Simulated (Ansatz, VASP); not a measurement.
**One calculation of Cu, two programs**

INCAR

```
PREC = Accurate
ENCUT = 520
EDIFF = 1E-7
ISMEAR = 0
SIGMA = 0.15
LREAL = F
LASPH = T
NELM = 80
ALGO = Normal
ISIF = 2
LWAVE = F
LCHARG = F
GGA = PS
NBANDS = 12
```

KPOINTS

```
Automatic mesh
0
Gamma
  22 22 22
```

The input POSCAR:

```
Cu
1.0
    0.0000000000      1.8526875000      1.8978750000
    1.8526875000      0.0000000000      1.8978750000
    1.8526875000      1.8526875000      0.0000000000
Cu
1
Direct
    0.0000000000      0.0000000000      0.0000000000
```

Input for Ansatz:

```yaml
crystal:
  lattice:
    - [0.0, 1.8526875, 1.897875]
    - [1.8526875, 0.0, 1.897875]
    - [1.8526875, 1.8526875, 0.0]
  atoms:
    - { symbol: Cu, position: [0.0, 0.0, 0.0] }
basis:
  ecutwfc: 420
kpoints:
  mp_grid: { grid: [22, 22, 22] }
hamiltonian:
  xc: pbesol
scf:
  occupations: { method: gaussian, width: 0.15 }
output:
  forces: true
  stress: true
  eigenvalues: true
```

Change from the starting cell: strain +0.025 along x and y, +0.050 along z, atoms carried along.

Alike in both runs: task single point; functional PBEsol; k mesh 22 × 22 × 22; occupations gaussian, width 0.15 eV; no spin polarisation.

|  | VASP | Ansatz |
| --- | --- | --- |
| version | VASP 6.6.1 | Ansatz 0.2.0 |
| potentials or method | VASP PAW PBE potentials, release 64 (Cu), cutoff 520 eV | scalar-relativistic, plane waves, PAW |
| valence electrons in the cell | 11 | 19 |

Ansatz gave:

```
gap on the k mesh at the Fermi level (eV)                     : none
pressure (GPa)                                                : -16.6
traceless stress, the component that is largest in VASP (GPa) : -0.77
```

Problem. Which values does VASP return?

Solution. gap on the k mesh at the Fermi level (eV): none; pressure (GPa): -16.0; traceless stress, the component that is largest in VASP (GPa): -0.77.

VASP's potentials were made for PBE, not for PBEsol. A gap of «none» marks a metal or a gap that the smearing closes. With one functional, cell and mesh, what is left measures potentials, basis and numerics. VASP's potentials hold 11 valence electrons a cell and Ansatz's 19, so a difference there can come from the potentials and not from the codes.
